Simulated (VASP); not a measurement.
# BaY3Si (Pm-3m) in VASP: single point with PBE

Aim: the single point of BaY3Si with PBE.

Everything below comes from runs of VASP 6.6.1. Logs are shortened: lines on timing, memory, paths and dates and some standing lists are left out, and cuts for length are marked.

## Step 1: The cell of the first run

It takes space group Pm-3m (No. 221, cubic). Conventional cell: a = 5.073 Å, b = 5.073 Å, c = 5.073 Å, α = 90.00°, β = 90.00°, γ = 90.00°. Within 3.3 Å of Ba (site symmetry m-3m) lie 6 Y at 2.54 Å. Y (site symmetry 4/mmm) has 2 Ba at 2.54 Å within 3.3 Å. Si (site symmetry m-3m) has 12 Y at 3.59 Å and 8 Ba at 4.39 Å within 4.7 Å.

The cell was built from a structure type or drawn by symmetry, and may not be a known phase.

## Step 2: Single point, PBE

File INCAR:

```
PREC = Accurate ; ENCUT = 520
EDIFF = 1E-7 ; ISMEAR = 0
SIGMA = 0.1 ; LREAL = F
LASPH = T ; NELM = 60
ALGO = Normal ; ISIF = 2
LWAVE = F ; LCHARG = F
GGA = PE ; NBANDS = 32
```

File KPOINTS:

```
Automatic mesh
0
Gamma
  4 4 4
```

File POSCAR:

```
BaY3Si
1.0
    5.0733045400      0.0000000000      0.0000000000
    0.0000000000      5.0733045400      0.0000000000
    0.0000000000      0.0000000000      5.0733045400
Ba Y Si
1 3 1
Direct
    0.5000000000      0.5000000000      0.5000000000
    0.0000000000      0.5000000000      0.5000000000
    0.5000000000      0.0000000000      0.5000000000
    0.5000000000      0.5000000000      0.0000000000
    0.0000000000      0.0000000000      0.0000000000
```

Potentials or basis: VASP PAW PBE potentials, release 64 (Ba_sv, Y_sv, Si).

Started as:

```console
$ cat potpaw_PBE.64/Ba_sv/POTCAR potpaw_PBE.64/Y_sv/POTCAR potpaw_PBE.64/Si/POTCAR > POTCAR
$ mpirun -np 1 vasp_std > vasp.out
```

OUTCAR:

```text
PREC = Accurate
   ENCUT = 520
   EDIFF = 1E-7
   ISMEAR = 0
   LREAL = F
   LASPH = T
   NELM = 60
   ISIF = 2
   GGA = PE

 ion  position               nearest neighbor table
   1  0.500  0.500  0.500-   2 2.54   3 2.54   4 2.54   4 2.54   3 2.54   2 2.54
   2  0.000  0.500  0.500-   1 2.54   1 2.54   4 3.59   5 3.59   4 3.59   5 3.59   3 3.59   5 3.59
                             5 3.59   3 3.59   3 3.59   4 3.59   4 3.59   3 3.59
   3  0.500  0.000  0.500-   1 2.54   1 2.54   4 3.59   5 3.59   4 3.59   5 3.59   2 3.59   2 3.59
                             4 3.59   4 3.59   2 3.59   5 3.59   5 3.59   2 3.59
   4  0.500  0.500  0.000-   1 2.54   1 2.54   3 3.59   5 3.59   2 3.59   2 3.59   3 3.59   3 3.59
                             5 3.59   3 3.59   2 3.59   5 3.59   2 3.59   5 3.59
   5  0.000  0.000  0.000-   2 3.59   3 3.59   4 3.59   2 3.59   3 3.59   2 3.59   4 3.59   2 3.59
                             3 3.59   4 3.59   3 3.59   4 3.59

  LATTYP: Found a simple cubic cell.
 ALAT       =     5.0733045400

  Lattice vectors:

 A1 = (   5.0733045400,   0.0000000000,   0.0000000000)
 A2 = (   0.0000000000,   5.0733045400,   0.0000000000)
 A3 = (   0.0000000000,   0.0000000000,   5.0733045400)

Analysis of symmetry for initial positions (statically):
=====================================================================
 Subroutine PRICEL returns:
 Original cell was already a primitive cell.

 Routine SETGRP: Setting up the symmetry group for a
 simple cubic supercell.

 Subroutine GETGRP returns: Found 48 space group operations
 (whereof 48 operations were pure point group operations)
 out of a pool of 48 trial point group operations.

The static configuration has the point symmetry O_h .

Analysis of symmetry for dynamics (positions and initial velocities):
=====================================================================
 Subroutine PRICEL returns:
 Original cell was already a primitive cell.

 Routine SETGRP: Setting up the symmetry group for a
 simple cubic supercell.

 Subroutine GETGRP returns: Found 48 space group operations
 (whereof 48 operations were pure point group operations)
 out of a pool of 48 trial point group operations.

The dynamic configuration has the point symmetry O_h .

 Subroutine INISYM returns: Found 48 space group operations
 (whereof 48 operations are pure point group operations),
 and found     1 'primitive' translations

----------------------------------------------------------------------------------------

                                     Primitive cell

  volume of cell :     130.5788

  direct lattice vectors                    reciprocal lattice vectors
     5.073304540  0.000000000  0.000000000     0.197110186  0.000000000  0.000000000
     0.000000000  5.073304540  0.000000000     0.000000000  0.197110186  0.000000000
     0.000000000  0.000000000  5.073304540     0.000000000  0.000000000  0.197110186

  length of vectors
     5.073304540  5.073304540  5.073304540     0.197110186  0.197110186  0.197110186

  position of ions in fractional coordinates (direct lattice)
     0.500000000  0.500000000  0.500000000
     0.000000000  0.500000000  0.500000000
     0.500000000  0.000000000  0.500000000
     0.500000000  0.500000000  0.000000000
     0.000000000  0.000000000  0.000000000

  ion indices of the primitive-cell ions
   primitive index   ion index
                 1           1
                 2           2
                 3           3
                 4           4
                 5           5

----------------------------------------------------------------------------------------

 KPOINTS: Automatic mesh

Automatic generation of k-mesh.
 Grid dimensions read from file:
 generate k-points for:    4    4    4

 Generating k-lattice:

  Cartesian coordinates                     Fractional coordinates (reciprocal lattice)
     0.049277546  0.000000000  0.000000000     0.250000000  0.000000000  0.000000000
     0.000000000  0.049277546  0.000000000     0.000000000  0.250000000  0.000000000
     0.000000000  0.000000000  0.049277546     0.000000000  0.000000000  0.250000000

  Length of vectors
     0.049277546  0.049277546  0.049277546

  Shift w.r.t. Gamma in fractional coordinates (k-lattice)
     0.000000000  0.000000000  0.000000000

 Subroutine IBZKPT returns following result:
 ===========================================

 Found     10 irreducible k-points:

 Following reciprocal coordinates:
            Coordinates               Weight
  0.000000  0.000000  0.000000      1.000000
  0.250000  0.000000  0.000000      6.000000
  0.500000  0.000000  0.000000      3.000000
  0.250000  0.250000  0.000000     12.000000
  0.500000  0.250000  0.000000     12.000000
  0.500000  0.500000  0.000000      3.000000
  0.250000  0.250000  0.250000      8.000000
  0.500000  0.250000  0.250000     12.000000
  0.500000  0.500000  0.250000      6.000000
  0.500000  0.500000  0.500000      1.000000
   k-points           NKPTS =     10   k-points in BZ     NKDIM =     10   number of bands    NBANDS=     32
   number of dos      NEDOS =    301   number of ions     NIONS =      5
   total plane-waves  NPLWV =  64000
   dimension x,y,z NGX =    40 NGY =   40 NGZ =   40
   dimension x,y,z NGXF=    80 NGYF=   80 NGZF=   80
   ions per type =               1   3   1
   NGX,Y,Z   is equivalent  to a cutoff of  13.11, 13.11, 13.11 a.u.
   NGXF,Y,Z  is equivalent  to a cutoff of  26.22, 26.22, 26.22 a.u.
 SYSTEM =  unknown system
   PREC   = accura    normal or accurate (medium, high low for compatibility)
   ISTART =      0    job   : 0-new  1-cont  2-samecut
   ICHARG =      2    charge: 1-file 2-atom 10-const
   ISPIN  =      1    spin polarized calculation?
   LNONCOLLINEAR =      F non collinear calculations
   LSORBIT =      F    spin-orbit coupling
   LASPH  =      T    aspherical Exc in radial PAW
   ENCUT  =  520.0 eV  38.22 Ry    6.18 a.u.   9.43  9.43  9.43*2*pi/ulx,y,z
   NELM   =     60;   NELMIN=  2; NELMDL= -5     # of ELM steps
   EDIFF  = 0.1E-06   stopping-criterion for ELM
   LREAL  =      F    real-space projection
   EDIFFG = 0.1E-05   stopping-criterion for IOM
   NSW    =      0    number of steps for IOM
   IBRION =     -1    ionic relax: 0-MD 1-quasi-New 2-CG
   NFREE  =      0    steps in history (QN), initial steepest desc. (CG)
   ISIF   =      2    stress and relaxation
   ISYM   =      2    0-nonsym 1-usesym 2-fastsym
   POTIM  = 0.5000    time-step for ionic-motion
   TEBEG  =    0.0;   TEEND  =   0.0 temperature during run
   PSTRESS=    0.0 pullay stress
   NELECT =      47.0000    total number of electrons
   NUPDOWN=      -1.0000    fix difference up-down
   EMIN   =  10.00;   EMAX   =-10.00  energy-range for DOS
   EFERMI =   0.00;   METHOD = LEGACY
   ISMEAR =     0;   SIGMA  =   0.10  broadening in eV -4-tet -1-fermi 0-gaus
   EFERMI_NEDOS =   21; number of points for ismear=-14 and -15
   IALGO  =     38    algorithm
   IMIX   =      4    mixing-type and parameters
     AMIX     =   0.40;   BMIX     =  1.00
     AMIX_MAG =   1.60;   BMIX_MAG =  1.00
  volume/ion in A,a.u.               =      26.12       176.24
  Fermi-wavevector in a.u.,A,eV,Ry     =   1.164528  2.200638 18.451200  1.356125
  Thomas-Fermi vector in A             =   2.301065
   LORBIT       =      0    0 simple, 1 ext, 2 COOP (PROOUT), +10 PAW based schemes
   GGA     = PE    functional components
   LHFCALC =     F    Hartree Fock is set to
   AEXX    =    0.0000 exact exchange contribution
   IVDW    =     0    specifies the selected vdW correction
   LEPSILON=     F    determine dielectric tensor
   LRPA    =     F    only Hartree local field effects (RPA)
 non-spin polarized calculation
 Gauss-broadening in eV      SIGMA  =   0.10
  energy-cutoff  :      520.00
  volume of cell :      130.58
 maximum number of plane-waves:      3544
 NGX is ok and might be reduce to    40
   NGX = 19   NGY = 19   NGZ = 19

 number of electron      47.0000002 magnetization

 Free energy of the ion-electron system (eV)
  ---------------------------------------------------
  ext. energy  EPLUGINS =         0.00000000
  ---------------------------------------------------
  free energy    TOTEN  =       -17.87914985 eV

  energy without entropy =      -17.85456548  energy(sigma->0) =      -17.86685767

 E-fermi :   4.3593     XC(G=0):  -9.9781

 val. band max:        4.2759040802   @ k =   0.5000   0.2500   0.0000
 cond. band min:       4.3659478159   @ k =   0.5000   0.2500   0.2500
 fundamental gap:      0.0900437357
 Fermi energy:         4.3593088565

 k-point     1 :       0.0000    0.0000    0.0000
  band No.  band energies     occupation
      1     -38.4638      2.00000
      2     -38.3262      2.00000
      3     -38.3262      2.00000
      4     -24.1513      2.00000
      5     -19.6953      2.00000
      6     -19.6953      2.00000
[... 24 lines left out ...]
     31       6.7841      0.00000
     32       7.7638      0.00000

 k-point     2 :       0.2500    0.0000    0.0000
  band No.  band energies     occupation
      1     -38.4453      2.00000
      2     -38.3404      2.00000
      3     -38.3262      2.00000
      4     -24.3873      2.00000
      5     -19.6773      2.00000
      6     -19.6773      2.00000
[... 24 lines left out ...]
     31       7.1406      0.00000
     32       7.7535      0.00000
[... 243 lines left out ...]
     31       7.8332      0.00000
     32       7.8333      0.00000

 k-point    10 :       0.5000    0.5000    0.5000
  band No.  band energies     occupation
      1     -38.3626      2.00000
      2     -38.3626      2.00000
      3     -38.3626      2.00000
      4     -25.3030      2.00000
      5     -18.9418      2.00000
      6     -18.9418      2.00000
[... 24 lines left out ...]
     31       7.7274      0.00000
     32       7.7274      0.00000

------------------------ aborting loop because EDIFF is reached ----------------------------------------

  FORCE on cell =-STRESS in cart. coord.  units (eV):
  Direction    XX          YY          ZZ          XY          YZ          ZX
  --------------------------------------------------------------------------------------
  -------------------------------------------------------------------------------------
  Total       15.0458159     15.0458159     15.0458159      0.0000000     -0.0000000      0.0000000
  in kB      184.6092799    184.6092799    184.6092799      0.0000000     -0.0000000      0.0000000
  external PRESSURE =     184.6092799 kB  Pullay stress =       0.0000000 kB

 VOLUME and BASIS-vectors are now :
 -----------------------------------------------------------------------------
  energy-cutoff  :      520.00
  volume of cell :      130.58
      direct lattice vectors                 reciprocal lattice vectors
     5.073304540  0.000000000  0.000000000     0.197110186  0.000000000  0.000000000
     0.000000000  5.073304540  0.000000000     0.000000000  0.197110186  0.000000000
     0.000000000  0.000000000  5.073304540     0.000000000  0.000000000  0.197110186

 POSITION                                       TOTAL-FORCE (eV/Angst)
 -----------------------------------------------------------------------------------
      2.53665      2.53665      2.53665         0.000000      0.000000      0.000000
      0.00000      2.53665      2.53665         0.000000      0.000000      0.000000
      2.53665      0.00000      2.53665         0.000000      0.000000      0.000000
      2.53665      2.53665      0.00000         0.000000      0.000000      0.000000
      0.00000      0.00000      0.00000         0.000000      0.000000      0.000000
 -----------------------------------------------------------------------------------
    total drift:                               -0.000000     -0.000000     -0.000000

  FREE ENERGIE OF THE ION-ELECTRON SYSTEM (eV)
  ---------------------------------------------------
  free  energy   TOTEN  =       -17.8791498515 eV

  energy  without entropy=      -17.8545654800  energy(sigma->0) =      -17.86685767
```

Run time: 1.9 min. Hardware: 1 thread of Intel Xeon 8259CL, shared host; peak memory 0.27 GiB.

What came out:

```
Free energy            : -17.8791 eV
Pressure               : 18.5 GPa
Band gap on the k mesh : zero (an odd number of electrons rules out a gap without spin polarisation)
```

Levels at points of the mesh, in eV from the Fermi level:
| k point | band 19 | band 20 | band 21 | band 22 | band 23 | band 24 | band 25 | band 26 | band 27 | band 28 |
| --- | --- | --- | --- | --- | --- | --- | --- | --- | --- | --- |
| (0.00, 0.00, 0.00) | -3.03 | -3.03 | -1.24 | -1.24 | -0.36 | -0.36 | -0.31 | -0.31 | -0.31 | 0.03 |
| (0.50, 0.00, 0.00) | -2.86 | -2.28 | -2.28 | -0.80 | 0.38 | 0.43 | 0.43 | 0.94 | 1.05 | 1.57 |
| (0.50, 0.50, 0.00) | -2.40 | -1.56 | -1.56 | -1.49 | 0.04 | 0.70 | 0.73 | 0.73 | 0.90 | 1.45 |
| (0.50, 0.50, 0.50) | -1.70 | -1.70 | -0.46 | -0.46 | -0.46 | 0.91 | 0.91 | 0.91 | 1.78 | 2.62 |

Caveat: the cell stands under pressure; spin-orbit coupling is left out, which moves the levels of the heavy elements.
